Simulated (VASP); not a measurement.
# Cu2W (I4/mcm) in VASP: single point with PBE

Aim: the single point of Cu2W with PBE.

All numbers are computed with VASP 6.6.1; they aren't measurements. Logs are shortened: lines on timing, memory, paths and dates and some standing lists are left out, and cuts for length are marked.

### Step 1. The cell of the first run

Symmetry: I4/mcm, No. 140, tetragonal system. The conventional cell has a = 6.113 Å, b = 6.113 Å, c = 5.012 Å, α = 90.00°, β = 90.00°, γ = 90.00°. Within 3.4 Å of Cu (site symmetry m2m) lie 4 W at 2.61 Å and 11 Cu at 2.82 to 3.24 Å. W (site symmetry 422) has 2 W at 2.51 Å and 8 Cu at 2.61 Å within 3.3 Å.

### Step 2. Single point, PBE

File INCAR:

```
SYSTEM = Cu2W
PREC = Accurate ; ENCUT = 520
EDIFF = 1E-6 ; ISMEAR = 0
SIGMA = 0.1 ; LREAL = .FALSE.
LASPH = .TRUE. ; NELM = 80
ALGO = Normal ; ISIF = 2
LWAVE = .FALSE. ; LCHARG = .TRUE.
GGA = PE ; LELF = .TRUE.
LVHAR = .TRUE. ; NBANDS = 45
```

File KPOINTS:

```
Automatic mesh
0
G
  4 4 4
  0 0 0
```

File POSCAR:

```
Cu2W
1.0
   -3.0564250000      3.0564250000      2.5062206300
    3.0564250000     -3.0564250000      2.5062206300
    3.0564250000      3.0564250000     -2.5062206300
Cu W
4 2
Direct
    0.6629999900      0.1629999900      0.8259999800
    0.1629999900      0.3370000100      0.5000000000
    0.3370000100      0.8370000100      0.1740000200
    0.8370000100      0.6629999900      0.5000000000
    0.2500000000      0.2500000000      0.0000000000
    0.7500000000      0.7500000000      0.0000000000
```

Potentials or basis: VASP PAW PBE potentials, release 64 (Cu, W_sv).

Launch:

```
cat potpaw_PBE.64/Cu/POTCAR potpaw_PBE.64/W_sv/POTCAR > POTCAR
mpirun -np 1 vasp_std > vasp.out
```

OUTCAR:

```text
SYSTEM = Cu2W
   PREC = Accurate
   ENCUT = 520
   EDIFF = 1E-6
   ISMEAR = 0
   LREAL = .FALSE.
   LASPH = .TRUE.
   NELM = 80
   ISIF = 2
   GGA = PE

 ion  position               nearest neighbor table
   1  0.663  0.163  0.826-   5 2.61   6 2.61   5 2.61   6 2.61
   2  0.163  0.337  0.500-   6 2.61   6 2.61   5 2.61   5 2.61
   3  0.337  0.837  0.174-   5 2.61   6 2.61   5 2.61   6 2.61
   4  0.837  0.663  0.500-   5 2.61   5 2.61   6 2.61   6 2.61
   5  0.250  0.250  0.000-   6 2.51   6 2.51   4 2.61   4 2.61   2 2.61   2 2.61   1 2.61   3 2.61
                             3 2.61   1 2.61
   6  0.750  0.750  0.000-   5 2.51   5 2.51   2 2.61   2 2.61   4 2.61   1 2.61   4 2.61   3 2.61
                             1 2.61   3 2.61

  LATTYP: Found a body centered tetragonal cell.
 ALAT       =     6.1128500000
 C/A-ratio  =     0.8199843379

  Lattice vectors:

 A1 = (  -3.0564250000,   3.0564250000,   2.5062206300)
 A2 = (   3.0564250000,  -3.0564250000,   2.5062206300)
 A3 = (   3.0564250000,   3.0564250000,  -2.5062206300)

Analysis of symmetry for initial positions (statically):
=====================================================================
 Subroutine PRICEL returns:
 Original cell was already a primitive cell.

 Routine SETGRP: Setting up the symmetry group for a
 body centered tetragonal supercell.

 Subroutine GETGRP returns: Found 16 space group operations
 (whereof  8 operations were pure point group operations)
 out of a pool of 16 trial point group operations.

The static configuration has the point symmetry C_4h.
 The point group associated with its full space group is D_4h.

Analysis of symmetry for dynamics (positions and initial velocities):
=====================================================================
 Subroutine PRICEL returns:
 Original cell was already a primitive cell.

 Routine SETGRP: Setting up the symmetry group for a
 body centered tetragonal supercell.

 Subroutine GETGRP returns: Found 16 space group operations
 (whereof  8 operations were pure point group operations)
 out of a pool of 16 trial point group operations.

The dynamic configuration has the point symmetry C_4h.
 The point group associated with its full space group is D_4h.

 Subroutine INISYM returns: Found 16 space group operations
 (whereof  8 operations are pure point group operations),
 and found     1 'primitive' translations

----------------------------------------------------------------------------------------

                                     Primitive cell

  volume of cell :      93.6498

  direct lattice vectors                    reciprocal lattice vectors
    -3.056425000  3.056425000  2.506220630     0.000000000  0.163589815  0.199503585
     3.056425000 -3.056425000  2.506220630     0.163589815  0.000000000  0.199503585
     3.056425000  3.056425000 -2.506220630     0.163589815  0.163589815  0.000000000

  length of vectors
     4.996459687  4.996459687  4.996459687     0.257998659  0.257998659  0.231350935

  position of ions in fractional coordinates (direct lattice)
     0.662999990  0.162999990  0.825999980
     0.162999990  0.337000010  0.500000000
     0.337000010  0.837000010  0.174000020
     0.837000010  0.662999990  0.500000000
     0.250000000  0.250000000  0.000000000
     0.750000000  0.750000000  0.000000000

  ion indices of the primitive-cell ions
   primitive index   ion index
                 1           1
                 2           2
                 3           3
                 4           4
                 5           5
                 6           6

----------------------------------------------------------------------------------------

 KPOINTS: Automatic mesh

Automatic generation of k-mesh.
 Grid dimensions read from file:
 generate k-points for:    4    4    4

 Generating k-lattice:

  Cartesian coordinates                     Fractional coordinates (reciprocal lattice)
     0.000000000  0.040897454  0.049875896     0.250000000  0.000000000  0.000000000
     0.040897454  0.000000000  0.049875896     0.000000000  0.250000000  0.000000000
     0.040897454  0.040897454  0.000000000     0.000000000  0.000000000  0.250000000

  Length of vectors
     0.064499665  0.064499665  0.057837734

  Shift w.r.t. Gamma in fractional coordinates (k-lattice)
     0.000000000  0.000000000  0.000000000

 Subroutine IBZKPT returns following result:
 ===========================================

 Found     13 irreducible k-points:

 Following reciprocal coordinates:
            Coordinates               Weight
  0.000000  0.000000  0.000000      1.000000
  0.250000  0.000000 -0.000000      8.000000
  0.500000  0.000000 -0.000000      4.000000
  0.250000  0.250000 -0.000000      8.000000
  0.500000  0.250000 -0.000000     16.000000
 -0.250000  0.250000  0.000000      4.000000
  0.500000  0.500000 -0.000000      2.000000
  0.250000  0.250000  0.250000      2.000000
 -0.250000  0.250000  0.250000      4.000000
  0.500000  0.500000  0.250000      4.000000
 -0.250000  0.500000  0.250000      8.000000
 -0.250000 -0.250000  0.250000      2.000000
  0.500000  0.500000  0.500000      1.000000
   k-points           NKPTS =     13   k-points in BZ     NKDIM =     13   number of bands    NBANDS=     45
   number of dos      NEDOS =    301   number of ions     NIONS =      6
   total plane-waves  NPLWV =  64000
   dimension x,y,z NGX =    40 NGY =   40 NGZ =   40
   dimension x,y,z NGXF=    80 NGYF=   80 NGZF=   80
   ions per type =               4   2
   NGX,Y,Z   is equivalent  to a cutoff of  13.31, 13.31, 13.31 a.u.
   NGXF,Y,Z  is equivalent  to a cutoff of  26.62, 26.62, 26.62 a.u.
 SYSTEM =  Cu2W
   PREC   = accura    normal or accurate (medium, high low for compatibility)
   ISTART =      0    job   : 0-new  1-cont  2-samecut
   ICHARG =      2    charge: 1-file 2-atom 10-const
   ISPIN  =      1    spin polarized calculation?
   LNONCOLLINEAR =      F non collinear calculations
   LSORBIT =      F    spin-orbit coupling
   LASPH  =      T    aspherical Exc in radial PAW
   ENCUT  =  520.0 eV  38.22 Ry    6.18 a.u.   9.29  9.29  9.29*2*pi/ulx,y,z
   NELM   =     80;   NELMIN=  2; NELMDL= -5     # of ELM steps
   EDIFF  = 0.1E-05   stopping-criterion for ELM
   LREAL  =      F    real-space projection
   EDIFFG = 0.1E-04   stopping-criterion for IOM
   NSW    =      0    number of steps for IOM
   IBRION =     -1    ionic relax: 0-MD 1-quasi-New 2-CG
   NFREE  =      0    steps in history (QN), initial steepest desc. (CG)
   ISIF   =      2    stress and relaxation
   ISYM   =      2    0-nonsym 1-usesym 2-fastsym
   POTIM  = 0.5000    time-step for ionic-motion
   TEBEG  =    0.0;   TEEND  =   0.0 temperature during run
   PSTRESS=    0.0 pullay stress
   NELECT =      72.0000    total number of electrons
   NUPDOWN=      -1.0000    fix difference up-down
   EMIN   =  10.00;   EMAX   =-10.00  energy-range for DOS
   EFERMI =   0.00;   METHOD = LEGACY
   ISMEAR =     0;   SIGMA  =   0.10  broadening in eV -4-tet -1-fermi 0-gaus
   EFERMI_NEDOS =   21; number of points for ismear=-14 and -15
   IALGO  =     38    algorithm
   IMIX   =      4    mixing-type and parameters
     AMIX     =   0.40;   BMIX     =  1.00
     AMIX_MAG =   1.60;   BMIX_MAG =  1.00
  volume/ion in A,a.u.               =      15.61       105.33
  Fermi-wavevector in a.u.,A,eV,Ry     =   1.499743  2.834103 30.602604  2.249228
  Thomas-Fermi vector in A             =   2.611333
   LORBIT       =      0    0 simple, 1 ext, 2 COOP (PROOUT), +10 PAW based schemes
   GGA     = PE    functional components
   LHFCALC =     F    Hartree Fock is set to
   AEXX    =    0.0000 exact exchange contribution
   IVDW    =     0    specifies the selected vdW correction
   LEPSILON=     F    determine dielectric tensor
   LRPA    =     F    only Hartree local field effects (RPA)
 non-spin polarized calculation
 Gauss-broadening in eV      SIGMA  =   0.10
  energy-cutoff  :      520.00
  volume of cell :       93.65
 maximum number of plane-waves:      2548
 NGX is ok and might be reduce to    40
   NGX = 19   NGY = 19   NGZ = 19

 number of electron      72.0000012 magnetization

 Free energy of the ion-electron system (eV)
  ---------------------------------------------------
  ext. energy  EPLUGINS =         0.00000000
  ---------------------------------------------------
  free energy    TOTEN  =       -35.54946763 eV

  energy without entropy =      -35.52751279  energy(sigma->0) =      -35.53849021

 E-fermi :   7.0851     XC(G=0): -11.9946

 val. band max:        7.0530872537   @ k =   0.2500   0.2500   0.2500
 cond. band min:       7.0894393082   @ k =   0.0000   0.0000   0.0000
 fundamental gap:      0.0363520544
 Fermi energy:         7.0851045573

 k-point     1 :       0.0000    0.0000    0.0000
  band No.  band energies     occupation
      1     -66.7924      2.00000
      2     -66.6211      2.00000
      3     -31.9659      2.00000
      4     -31.0611      2.00000
      5     -31.0611      2.00000
      6     -30.8309      2.00000
[... 37 lines left out ...]
     44      10.6277      0.00000
     45      11.1511      0.00000

 k-point     2 :       0.2500    0.0000   -0.0000
  band No.  band energies     occupation
      1     -66.7675      2.00000
      2     -66.6464      2.00000
      3     -31.7127      2.00000
      4     -31.0288      2.00000
      5     -31.0288      2.00000
      6     -30.8660      2.00000
[... 37 lines left out ...]
     44      11.1169      0.00000
     45      11.6247      0.00000

 k-point     3 :       0.5000    0.0000   -0.0000
  band No.  band energies     occupation
      1     -66.7071      2.00000
      2     -66.7071      2.00000
      3     -31.0712      2.00000
      4     -31.0712      2.00000
      5     -30.9488      2.00000
      6     -30.9488      2.00000
[... 469 lines left out ...]
     44      11.9991      0.00000
     45      12.3979      0.00000

 k-point    13 :       0.5000    0.5000    0.5000
  band No.  band energies     occupation
      1     -66.7921      2.00000
      2     -66.6211      2.00000
      3     -31.9698      2.00000
      4     -31.0690      2.00000
      5     -31.0690      2.00000
      6     -30.8284      2.00000
[... 37 lines left out ...]
     44      13.6093      0.00000
     45      14.6251      0.00000

------------------------ aborting loop because EDIFF is reached ----------------------------------------

  FORCE on cell =-STRESS in cart. coord.  units (eV):
  Direction    XX          YY          ZZ          XY          YZ          ZX
  --------------------------------------------------------------------------------------
  -------------------------------------------------------------------------------------
  Total        2.4021073      2.4021073     -2.4662631      0.0000000      0.0000000     -0.0000000
  in kB       41.0956838     41.0956838    -42.1932720      0.0000000      0.0000000     -0.0000000
  external PRESSURE =      13.3326985 kB  Pullay stress =       0.0000000 kB

 VOLUME and BASIS-vectors are now :
 -----------------------------------------------------------------------------
  energy-cutoff  :      520.00
  volume of cell :       93.65
      direct lattice vectors                 reciprocal lattice vectors
    -3.056425000  3.056425000  2.506220630     0.000000000  0.163589815  0.199503585
     3.056425000 -3.056425000  2.506220630     0.163589815  0.000000000  0.199503585
     3.056425000  3.056425000 -2.506220630     0.163589815  0.163589815  0.000000000

 POSITION                                       TOTAL-FORCE (eV/Angst)
 -----------------------------------------------------------------------------------
      0.99639      4.05282      0.00000        -0.368588     -0.368588     -0.000000
      2.06003      0.99639      0.00000         0.368588     -0.368588      0.000000
      2.06003     -0.99639      2.50622         0.368588      0.368588      0.000000
      0.99639      2.06003      2.50622        -0.368588      0.368588      0.000000
      0.00000      0.00000      1.25311        -0.000000      0.000000      0.000000
      0.00000      0.00000      3.75933        -0.000000      0.000000      0.000000
 -----------------------------------------------------------------------------------
    total drift:                                0.000000      0.000000     -0.000000

  FREE ENERGIE OF THE ION-ELECTRON SYSTEM (eV)
  ---------------------------------------------------
  free  energy   TOTEN  =       -35.5494676279 eV

  energy  without entropy=      -35.5275127941  energy(sigma->0) =      -35.53849021
```

It took 41 s on 1 thread of Intel Xeon 6975P-C (Granite Rapids), shared host; peak memory 0.25 GiB.

Results:

- Free energy: -35.5495 eV
- Pressure: 1.3 GPa
- Largest force: 0.521 eV/Å
- Band gap on the k mesh: zero (band 36 reaches 8.51 eV, above the bottom of band 37 at 6.96 eV)

Forces on the atoms (eV/Å):
```
Cu  -0.369 -0.369  0.000
Cu   0.369 -0.369  0.000
Cu   0.369  0.369  0.000
Cu  -0.369  0.369  0.000
W    0.000  0.000  0.000
W    0.000  0.000  0.000
```

Stress tensor (GPa, compression positive):
```
 4.11  0.00  0.00
 0.00  4.11  0.00
 0.00  0.00 -4.22
```

Levels at points of the mesh, in eV from the Fermi level:
```csv
k point,band 33,band 34,band 35,band 36,band 37,band 38,band 39,band 40
"(0.00, 0.00, 0.00)",-1.75,-0.87,0.00,1.43,1.43,1.87,2.86,2.86
"(0.50, 0.00, 0.00)",-0.86,-0.86,-0.51,-0.51,0.09,0.09,0.30,0.30
"(0.50, 0.50, 0.00)",-1.59,-0.61,-0.35,-0.32,1.08,1.26,1.36,2.34
"(0.50, 0.50, 0.50)",-2.38,-1.51,-1.23,-1.23,0.27,0.48,0.54,1.87
```

Caveat: the k points lie up to 0.41 Å⁻¹ apart; spin-orbit coupling is left out, which moves the levels of the heavy elements.
